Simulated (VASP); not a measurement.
# Bi (P2_1/m) in VASP: further runs

The runs below take Bi through single point, with PBEsol.

Everything below comes from runs of VASP 6.6.1. Logs are shortened: lines on timing, memory, paths and dates and some standing lists are left out, and cuts for length are marked.

**1. The cell of the first run**

The typed cell holds 4 atoms: a = 4.529 Å, b = 4.530 Å, c = 6.520 Å, α = 90.00°, β = 90.07°, γ = 90.00°.

**2. Single point, PBEsol**

INCAR reads:

```
PREC = Accurate
ENCUT = 520
EDIFF = 1E-7
ISMEAR = -1
SIGMA = 0.05
LREAL = False
LASPH = True
NELM = 60
ALGO = Fast
ISIF = 2
LWAVE = False
LCHARG = False
GGA = PS
NBANDS = 38
```

KPOINTS reads:

```
regular mesh
0
Gamma
  6 6 4
```

POSCAR reads:

```
Bi
1.0
    4.5272846381      0.0000000000      0.1157364363
    0.0000000000      4.5296277136      0.0000000000
   -0.1744479919      0.0000000000      6.5180518390
Bi
4
Direct
    0.2501073200      0.2500000000      0.7497953405
    0.7498926800      0.7500000000      0.2502046595
    0.2499077071      0.2500000000      0.2500328331
    0.7500922929      0.7500000000      0.7499671669
```

Potentials or basis: VASP PAW PBE potentials, release 64 (Bi_d).

On the command line:

```console
$ cat potpaw_PBE.64/Bi_d/POTCAR > POTCAR
$ mpirun -np 1 vasp_std > vasp.out
```

OUTCAR:

```text
PREC = Accurate
   ENCUT = 520
   EDIFF = 1E-7
   ISMEAR = -1
   LREAL = False
   LASPH = True
   NELM = 60
   ISIF = 2
   GGA = PS

 ion  position               nearest neighbor table
   1  0.250  0.250  0.750-   4 3.20   4 3.20   4 3.20   4 3.20   3 3.26   3 3.26
   2  0.750  0.750  0.250-   3 3.20   3 3.20   3 3.20   3 3.20   4 3.26   4 3.26
   3  0.250  0.250  0.250-   2 3.20   2 3.20   2 3.20   2 3.20   1 3.26   1 3.26
   4  0.750  0.750  0.750-   1 3.20   1 3.20   1 3.20   1 3.20   2 3.26   2 3.26

  LATTYP: Found a simple monoclinic cell.
 ALAT       =     4.5287637515
 B/A-ratio  =     1.0001907722
 C/A-ratio  =     1.4397716963
 COS(beta)  =    -0.0011987971

  Lattice vectors:

 A1 = (   4.5272846381,   0.0000000000,   0.1157364363)
 A2 = (   0.0000000000,   4.5296277136,   0.0000000000)
 A3 = (  -0.1744479919,   0.0000000000,   6.5180518390)

Analysis of symmetry for initial positions (statically):
=====================================================================
 Subroutine PRICEL returns:
 Original cell was already a primitive cell.

 Routine SETGRP: Setting up the symmetry group for a
 simple monoclinic supercell.

 Subroutine GETGRP returns: Found  4 space group operations
 (whereof  2 operations were pure point group operations)
 out of a pool of  4 trial point group operations.

The static configuration has the point symmetry S_2 .
 The point group associated with its full space group is C_2h.

Analysis of symmetry for dynamics (positions and initial velocities):
=====================================================================
 Subroutine PRICEL returns:
 Original cell was already a primitive cell.

 Routine SETGRP: Setting up the symmetry group for a
 simple monoclinic supercell.

 Subroutine GETGRP returns: Found  4 space group operations
 (whereof  2 operations were pure point group operations)
 out of a pool of  4 trial point group operations.

The dynamic configuration has the point symmetry S_2 .
 The point group associated with its full space group is C_2h.

 Subroutine INISYM returns: Found  4 space group operations
 (whereof  2 operations are pure point group operations),
 and found     1 'primitive' translations

----------------------------------------------------------------------------------------

                                     Primitive cell

  volume of cell :     133.7566

  direct lattice vectors                    reciprocal lattice vectors
     4.527284638  0.000000000  0.115736436     0.220731929  0.000000000  0.005907630
     0.000000000  4.529627714  0.000000000     0.000000000  0.220768695  0.000000000
    -0.174447992  0.000000000  6.518051839    -0.003919381  0.000000000  0.153315177

  length of vectors
     4.528763752  4.529627714  6.520385869     0.220810970  0.220768695  0.153365267

  position of ions in fractional coordinates (direct lattice)
     0.250107320  0.250000000  0.749795341
     0.749892680  0.750000000  0.250204659
     0.249907707  0.250000000  0.250032833
     0.750092293  0.750000000  0.749967167

  ion indices of the primitive-cell ions
   primitive index   ion index
                 1           1
                 2           2
                 3           3
                 4           4

----------------------------------------------------------------------------------------

 KPOINTS: regular mesh

Automatic generation of k-mesh.
 Grid dimensions read from file:
 generate k-points for:    6    6    4

 Generating k-lattice:

  Cartesian coordinates                     Fractional coordinates (reciprocal lattice)
     0.036788655  0.000000000  0.000984605     0.166666667  0.000000000  0.000000000
     0.000000000  0.036794783  0.000000000     0.000000000  0.166666667  0.000000000
    -0.000979845  0.000000000  0.038328794     0.000000000  0.000000000  0.250000000

  Length of vectors
     0.036801828  0.036794783  0.038341317

  Shift w.r.t. Gamma in fractional coordinates (k-lattice)
     0.000000000  0.000000000  0.000000000

 Subroutine IBZKPT returns following result:
 ===========================================

 Found     56 irreducible k-points:

 Following reciprocal coordinates:
            Coordinates               Weight
  0.000000  0.000000  0.000000      1.000000
  0.166667  0.000000  0.000000      2.000000
  0.333333  0.000000  0.000000      2.000000
  0.500000  0.000000  0.000000      1.000000
  0.000000  0.166667  0.000000      2.000000
  0.166667  0.166667  0.000000      4.000000
[... 16 lines left out ...]
  0.000000  0.166667  0.250000      4.000000
  0.166667  0.166667  0.250000      4.000000
 [... further k-points ...]
   k-points           NKPTS =     56   k-points in BZ     NKDIM =     56   number of bands    NBANDS=     38
   number of dos      NEDOS =    301   number of ions     NIONS =      4
   total plane-waves  NPLWV =  62208
   dimension x,y,z NGX =    36 NGY =   36 NGZ =   48
   dimension x,y,z NGXF=    72 NGYF=   72 NGZF=   96
   ions per type =               4
   NGX,Y,Z   is equivalent  to a cutoff of  13.22, 13.21, 12.24 a.u.
   NGXF,Y,Z  is equivalent  to a cutoff of  26.43, 26.43, 24.48 a.u.
 SYSTEM =  unknown system
   PREC   = accura    normal or accurate (medium, high low for compatibility)
   ISTART =      0    job   : 0-new  1-cont  2-samecut
   ICHARG =      2    charge: 1-file 2-atom 10-const
   ISPIN  =      1    spin polarized calculation?
   LNONCOLLINEAR =      F non collinear calculations
   LSORBIT =      F    spin-orbit coupling
   LASPH  =      T    aspherical Exc in radial PAW
   ENCUT  =  520.0 eV  38.22 Ry    6.18 a.u.   8.42  8.42 12.12*2*pi/ulx,y,z
   NELM   =     60;   NELMIN=  2; NELMDL= -5     # of ELM steps
   EDIFF  = 0.1E-06   stopping-criterion for ELM
   LREAL  =      F    real-space projection
   EDIFFG = 0.1E-05   stopping-criterion for IOM
   NSW    =      0    number of steps for IOM
   IBRION =     -1    ionic relax: 0-MD 1-quasi-New 2-CG
   NFREE  =      0    steps in history (QN), initial steepest desc. (CG)
   ISIF   =      2    stress and relaxation
   ISYM   =      2    0-nonsym 1-usesym 2-fastsym
   POTIM  = 0.5000    time-step for ionic-motion
   TEBEG  =    0.0;   TEEND  =   0.0 temperature during run
   PSTRESS=    0.0 pullay stress
   NELECT =      60.0000    total number of electrons
   NUPDOWN=      -1.0000    fix difference up-down
   EMIN   =  10.00;   EMAX   =-10.00  energy-range for DOS
   EFERMI =   0.00;   METHOD = LEGACY
   ISMEAR =    -1;   SIGMA  =   0.05  broadening in eV -4-tet -1-fermi 0-gaus
   EFERMI_NEDOS =   21; number of points for ismear=-14 and -15
   IALGO  =     68    algorithm
   IMIX   =      4    mixing-type and parameters
     AMIX     =   0.40;   BMIX     =  1.00
     AMIX_MAG =   1.60;   BMIX_MAG =  1.00
  volume/ion in A,a.u.               =      33.44       225.66
  Fermi-wavevector in a.u.,A,eV,Ry     =   1.253199  2.368204 21.368070  1.570509
  Thomas-Fermi vector in A             =   2.387064
   LORBIT       =      0    0 simple, 1 ext, 2 COOP (PROOUT), +10 PAW based schemes
   GGA     = PS    functional components
   LHFCALC =     F    Hartree Fock is set to
   AEXX    =    0.0000 exact exchange contribution
   IVDW    =     0    specifies the selected vdW correction
   LEPSILON=     F    determine dielectric tensor
   LRPA    =     F    only Hartree local field effects (RPA)
 non-spin polarized calculation
 RMM-DIIS sequential band-by-band and
  energy-cutoff  :      520.00
  volume of cell :      133.76
 maximum number of plane-waves:      3632
 NGX is ok and might be reduce to    36
   NGX = 17   NGY = 17   NGZ = 25

 number of electron      60.0000028 magnetization

 Free energy of the ion-electron system (eV)
  ---------------------------------------------------
  ext. energy  EPLUGINS =         0.00000000
  ---------------------------------------------------
  free energy    TOTEN  =       -17.08835524 eV

  energy without entropy =      -17.06826207  energy(sigma->0) =      -17.07830865

 E-fermi :   6.7074     XC(G=0):  -9.9719

 val. band max:        6.5684166430   @ k =   0.0000   0.5000   0.5000
 cond. band min:       6.7143477335   @ k =   0.5000   0.3333   0.5000
 fundamental gap:      0.1459310904
 Fermi energy:         6.7074357903

 k-point     1 :       0.0000    0.0000    0.0000
  band No.  band energies     occupation
      1     -16.2075      2.00000
      2     -16.1937      2.00000
      3     -16.1664      2.00000
      4     -16.0547      2.00000
      5     -16.0412      2.00000
      6     -16.0193      2.00000
[... 30 lines left out ...]
     37      12.1193      0.00000
     38      12.1440      0.00000

 k-point     2 :       0.1667    0.0000    0.0000
  band No.  band energies     occupation
      1     -16.1757      2.00000
      2     -16.1624      2.00000
      3     -16.1541      2.00000
      4     -16.0382      2.00000
      5     -16.0253      2.00000
      6     -16.0129      2.00000
[... 30 lines left out ...]
     37      11.5606      0.00000
     38      12.2999      0.00000

 k-point     3 :       0.3333    0.0000    0.0000
  band No.  band energies     occupation
      1     -16.1215      2.00000
      2     -16.0873      2.00000
      3     -16.0752      2.00000
      4     -16.0376      2.00000
      5     -15.9948      2.00000
      6     -15.9938      2.00000
[... 30 lines left out ...]
     37      12.1926      0.00000
     38      12.4356      0.00000

 k-point     4 :       0.5000    0.0000    0.0000
  band No.  band energies     occupation
      1     -16.0786      2.00000
      2     -16.0786      2.00000
      3     -15.9685      2.00000
      4     -15.9685      2.00000
      5     -15.9648      2.00000
      6     -15.9647      2.00000
[... 30 lines left out ...]
     37      12.4161      0.00000
     38      12.4163      0.00000
[... 703 lines left out ...]
      4     -16.0363      2.00000
      5     -16.0272      2.00000
      6     -15.9983      2.00000
[... 30 lines left out ...]
     37      11.4065      0.00000
     38      11.5874      0.00000

 k-point    23 :       0.0000    0.1667    0.2500
  band No.  band energies     occupation
      1     -16.1738      2.00000
      2     -16.1644      2.00000
      3     -16.1156      2.00000
      4     -16.0363      2.00000
      5     -16.0272      2.00000
      6     -15.9983      2.00000
[... 30 lines left out ...]
     37      11.4125      0.00000
     38      11.5856      0.00000

 k-point    24 :       0.1667    0.1667    0.2500
  band No.  band energies     occupation
      1     -16.1646      2.00000
      2     -16.1432      2.00000
      3     -16.0864      2.00000
      4     -16.0217      2.00000
      5     -16.0131      2.00000
      6     -16.0081      2.00000
[... 30 lines left out ...]
     37      11.3218      0.00000
     38      12.0158      0.00000

 [... further k-points ...]

------------------------ aborting loop because EDIFF is reached ----------------------------------------

  FORCE on cell =-STRESS in cart. coord.  units (eV):
  Direction    XX          YY          ZZ          XY          YZ          ZX
  --------------------------------------------------------------------------------------
  -------------------------------------------------------------------------------------
  Total       -0.0951991     -0.0998896     -0.0475939      0.0000000      0.0000000      0.0063101
  in kB       -1.1403241     -1.1965087     -0.5700946      0.0000000      0.0000000      0.0755842
  external PRESSURE =      -0.9689758 kB  Pullay stress =       0.0000000 kB

 VOLUME and BASIS-vectors are now :
 -----------------------------------------------------------------------------
  energy-cutoff  :      520.00
  volume of cell :      133.76
      direct lattice vectors                 reciprocal lattice vectors
     4.527284638  0.000000000  0.115736436     0.220731929  0.000000000  0.005907630
     0.000000000  4.529627714  0.000000000     0.000000000  0.220768695  0.000000000
    -0.174447992  0.000000000  6.518051839    -0.003919381  0.000000000  0.153315177

 POSITION                                       TOTAL-FORCE (eV/Angst)
 -----------------------------------------------------------------------------------
      1.00151      1.13241      4.91615        -0.000245     -0.000000      0.000340
      3.35133      3.39722      1.71764         0.000245     -0.000000     -0.000340
      1.08779      1.13241      1.65865         0.000043     -0.000000     -0.000074
      3.26505      3.39722      4.97514        -0.000043      0.000000      0.000074
 -----------------------------------------------------------------------------------
    total drift:                                0.000000     -0.000000      0.000000

  FREE ENERGIE OF THE ION-ELECTRON SYSTEM (eV)
  ---------------------------------------------------
  free  energy   TOTEN  =       -17.0883552392 eV

  energy  without entropy=      -17.0682620684  energy(sigma->0) =      -17.07830865
```

Run time: 3.9 min. Hardware: 1 thread of AMD EPYC 9R14 (Zen 4), shared host; peak memory 0.33 GiB.

Results:

| Property | Result |
| --- | --- |
| Free energy | -17.0884 eV |
| Pressure | -0.1 GPa |
| Band gap on the k mesh | zero (bands 30 and 31 overlap by 0.38 eV) |

Caveat: the PAW data sets were made with another functional, which shifts forces and pressure a little; spin-orbit coupling is left out, which moves the levels of the heavy elements.

**3. Single point, PBEsol**

INCAR reads:

```
SYSTEM = Bi
PREC = Accurate
ENCUT = 520
EDIFF = 1E-6
ISMEAR = -1
SIGMA = 0.05
LREAL = .False.
LASPH = .True.
NELM = 100
ALGO = Fast
ISIF = 2
LWAVE = .False.
LCHARG = .True.
GGA = PS
LELF = .True.
LVHAR = .True.
NBANDS = 38
```

KPOINTS reads:

```
regular mesh
0
Gamma
  6 6 4
  0 0 0
```

POSCAR reads:

```
Bi
1.0
    4.5277524430      0.0000000000      0.1169673985
    0.0000000000      4.5307934451      0.0000000000
   -0.1727619853      0.0000000000      6.5196001835
Bi
4
Direct
    0.2500987033      0.2500000000      0.7497930204
    0.7499012967      0.7500000000      0.2502069796
    0.2499177615      0.2500000000      0.2500166732
    0.7500822385      0.7500000000      0.7499833268
```

Potentials or basis: VASP PAW PBE potentials, release 64 (Bi_d).

On the command line:

```console
$ cat potpaw_PBE.64/Bi_d/POTCAR > POTCAR
$ mpirun -np 1 vasp_std > vasp.out
```

Run time: 3.7 min. Hardware: 1 thread of AMD EPYC 9R14 (Zen 4), shared host; peak memory 0.33 GiB.

It converged, with:

```yaml
Free_energy: -17.0884 eV
Pressure: -0.4 GPa
Band_gap_on_the_k_mesh: zero (bands 30 and 31 overlap by 0.38 eV)
```

Levels at points of the mesh, in eV from the Fermi level:
| k point | band 28 | band 29 | band 30 | band 31 | band 32 | band 33 |
| --- | --- | --- | --- | --- | --- | --- |
| (0.00, 0.00, 0.00) | -1.46 | -1.45 | -1.19 | 2.69 | 2.93 | 3.40 |
| (0.50, 0.00, 0.00) | -1.00 | -0.89 | -0.89 | 0.92 | 0.92 | 1.02 |
| (0.00, 0.50, 0.00) | -1.00 | -0.89 | -0.89 | 0.92 | 0.92 | 1.03 |
| (0.50, 0.50, 0.00) | -3.32 | -3.08 | -3.08 | 2.64 | 2.64 | 4.94 |
| (0.00, 0.00, 0.50) | -2.43 | -1.96 | -1.96 | 2.18 | 2.19 | 3.44 |
| (0.50, 0.00, 0.50) | -0.34 | -0.17 | -0.17 | -0.17 | -0.17 | -0.15 |
| (0.00, 0.50, 0.50) | -0.34 | -0.17 | -0.17 | -0.17 | -0.17 | -0.14 |
| (0.50, 0.50, 0.50) | -4.38 | 0.13 | 0.13 | 0.14 | 0.14 | 5.26 |

Caveat: the PAW data sets were made with another functional, which shifts forces and pressure a little; spin-orbit coupling is left out, which moves the levels of the heavy elements.

[end of part 1 of 2]

The gap in the log of VASP goes by the Fermi energy; the results here count the filled bands.